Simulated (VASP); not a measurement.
Write the native input for VASP 6.6.1 that does the following.

| Item | Value |
| --- | --- |
| Task | single point |
| Functional | PBE |
| Potentials or basis | VASP PAW PBE potentials, release 64 (In_d, Fe, B) |
| Cutoff | 520 eV |
| k mesh | 4 × 4 × 4 |
| Occupations | gaussian, width 0.1 eV |
| Spin | collinear spin, ferromagnetic start |
| Starting moments | [0.0, 4.0, 4.0, 0.0] μB |
| Dipole correction | no |
| Further INCAR settings | ALGO = Normal; EDIFF = 1e-07; NBANDS = 28 |

The structure of InFe2B lies in POSCAR:

```
InFe2B
1.0
    3.8361426557      0.0000000000      0.0000000000
    0.0000000000      3.8361426557      0.0000000000
    0.0000000000      0.0000000000      3.9624487342
In Fe B
1 2 1
Direct
    0.5000000000      0.5000000000      0.5000000000
    0.5000000000      0.0000000000      0.0000000000
    0.0000000000      0.5000000000      0.0000000000
    0.0000000000      0.0000000000      0.0000000000
```

The input as run:

INCAR

```
SYSTEM = InFe2B
ALGO = Normal
EDIFF = 1E-7
ENCUT = 520
GGA = PE
ISIF = 2
ISMEAR = 0
ISPIN = 2
LASPH = .True.
LCHARG = .True.
LELF = .True.
LMAXMIX = 4
LORBIT = 11
LREAL = .False.
LVHAR = .True.
LWAVE = .False.
MAGMOM = 0 4 4 0
NBANDS = 28
NELM = 150
PREC = Accurate
SIGMA = 0.1
```

KPOINTS

```
k-points
0
Gamma
  4 4 4
  0 0 0
```

Potentials or basis: VASP PAW PBE potentials, release 64 (In_d, Fe, B).

Run with:

```sh
$ cat potpaw_PBE.64/In_d/POTCAR potpaw_PBE.64/Fe/POTCAR potpaw_PBE.64/B/POTCAR > POTCAR
$ mpirun -np 1 vasp_std > vasp.out
```

It gave:

```json
{
 "Pressure": "0.3 GPa",
 "Net moment": "3.13 μB per cell",
 "Site moments": "In -0.10; Fe +1.72; B -0.16 μB",
 "Valence electrons inside the program's atomic spheres": "In 11.46; Fe 7.36; B 1.91"
}
```

Caveat: the k points lie up to 0.41 Å⁻¹ apart.

Run time: 42 s on 1 thread of Intel(R) Xeon(R) 6975P-C (Granite Rapids) (shared host), peak memory 0.21 GiB.
